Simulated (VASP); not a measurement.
A run of VASP 6.6.1 is set up as follows.

Contents of INCAR:

```
  ALGO = Normal
  EDIFF = 1E-7
  EDIFFG = -0.04
  ENCUT = 600
  GGA = PE
  IBRION = 2
  ISIF = 3
  ISMEAR = 0
  LASPH = T
  LCHARG = F
  LREAL = F
  LWAVE = F
  NELM = 60
  NSW = 90
  PREC = Accurate
  SIGMA = 0.1
```

Contents of KPOINTS:

```
k-points
0
Gamma
  4 4 6
```

File POSCAR:

```
ScS4
1.0
    3.7841652100     -3.9736361100      0.0000000000
    3.7841652100      3.9736361100      0.0000000000
    0.0000000000      0.0000000000      3.3980648500
Sc S
1 4
Direct
    0.0000000000      0.0000000000      0.0000000000
    0.8105999900      0.1894000100      0.5000000000
    0.1894000100      0.8105999900      0.5000000000
    0.2852000000      0.2852000000      0.0000000000
    0.7148000000      0.7148000000      0.0000000000
```

Potentials or basis: VASP PAW PBE potentials, release 64 (Sc_sv, S).

Launch:

```bash
$ cat potpaw_PBE.64/Sc_sv/POTCAR potpaw_PBE.64/S/POTCAR > POTCAR
$ mpirun -np 1 vasp_std > vasp.out
```

Q: What does it give for the relaxed volume?

A: 19.67 Å³/atom.

Q: What does it give for the space group after relaxing (to 0.1 Å)?

A: Cmmm (No. 65).

Step by step:
```csv
step,energy change (eV),largest force (eV/Å),pressure (GPa),volume (Å³)
1,0.0000,3.7434,19.78,102.19
2,-1.3114,0.7113,-7.29,144.11
3,-1.9177,0.6156,-1.52,125.57
4,-1.9184,0.6551,-1.27,125.07
5,-1.9180,0.6946,-1.03,124.58
6,-1.9907,0.6849,-1.04,122.03
7,-2.2164,0.6959,-0.74,114.53
8,-2.5661,1.0984,2.24,100.30
9,-0.3570,2.1588,30.93,74.80
10,-2.4527,1.3566,4.35,98.75
11,-2.1437,1.4272,13.09,86.34
12,-2.4361,1.4475,5.76,96.28
13,-2.4564,1.3944,5.74,95.97
14,-2.5100,1.2373,5.74,95.05
15,-2.5857,0.9063,5.99,93.23
16,-2.5771,0.1112,7.55,89.60
17,-2.6097,0.5702,6.55,91.57
18,-2.6638,0.4627,5.61,92.45
19,-2.7821,0.2728,3.08,95.11
20,-2.8573,0.2891,-0.98,100.56
21,-2.8581,0.2636,-0.68,100.09
22,-2.8656,0.2846,-0.58,99.92
23,-2.8866,0.3448,-0.28,99.40
24,-2.9168,0.4239,0.38,98.33
25,-2.9005,0.4330,2.03,96.11
26,-2.9234,0.4442,0.95,97.54
27,-2.9348,0.3489,0.68,97.80
28,-2.9486,0.0863,-0.02,98.52
29,-2.9486,0.0726,-0.06,98.56
30,-2.9513,0.0571,-0.02,98.47
31,-2.9531,0.0383,0.07,98.33
```

Caveat: an odd number of electrons without spin polarisation forces a metal; a magnetic or distorted state may lie lower.
